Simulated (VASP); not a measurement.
Wanted: the native input for a VASP 6.6.1 run.

| Quantity | Value |
| --- | --- |
| Task | single point |
| Functional | PBE |
| Potentials or basis | VASP PAW PBE potentials, release 64 (K_sv) |
| Cutoff | 520 eV |
| k mesh | 8 × 8 × 8 |
| Occupations | gaussian, width 0.05 eV |
| Spin | no spin polarisation |
| Dipole correction | no |
| Further INCAR settings | ALGO = Fast; EDIFF = 1e-07; NBANDS = 16 |

The structure of K lies in POSCAR:

```
K
1.0
    0.0000000000     -4.4162180942      0.0000000000
    4.4162180942      0.0000000000      0.0000000000
   -2.2081090471      2.2081090471      8.0458679461
K
2
Direct
    0.2500000000      0.7500000000      0.5000000000
    0.5000000000      0.5000000000      0.0000000000
```

These files were run (other wordings do the same):

INCAR

```
SYSTEM = K
PREC     = Accurate       ! precision mode
ENCUT    = 520            ! plane-wave cutoff, eV
EDIFF    = 1E-7           ! SCF threshold, eV
ISMEAR   = 0              ! smearing method
SIGMA    = 0.05           ! smearing width, eV
LREAL    = .False.        ! projectors in reciprocal space
LASPH    = .True.         ! aspherical terms in the spheres
NELM     = 100            ! most SCF steps
ALGO     = Fast           ! electronic algorithm
ISIF     = 2              ! what is computed and relaxed
LWAVE    = .False.        ! write WAVECAR
LCHARG   = .False.        ! write CHGCAR
GGA      = PE             ! functional
NBANDS   = 16             ! bands
```

KPOINTS

```
Automatic mesh
0
Gamma
  8 8 8
  0 0 0
```

Potentials or basis: VASP PAW PBE potentials, release 64 (K_sv).

Launch:

```bash
$ cat potpaw_PBE.64/K_sv/POTCAR > POTCAR
$ mpirun -np 1 vasp_std > vasp.out
```

It gave:

The pressure is -0.1 GPa and the band gap on the k mesh is zero (bands 9 and 10 overlap by 2.77 eV).

It took 3.7 min on 1 thread of AMD EPYC 7R43 64-Core Processor (Zen 3), on a shared host, peak memory 0.29 GiB.
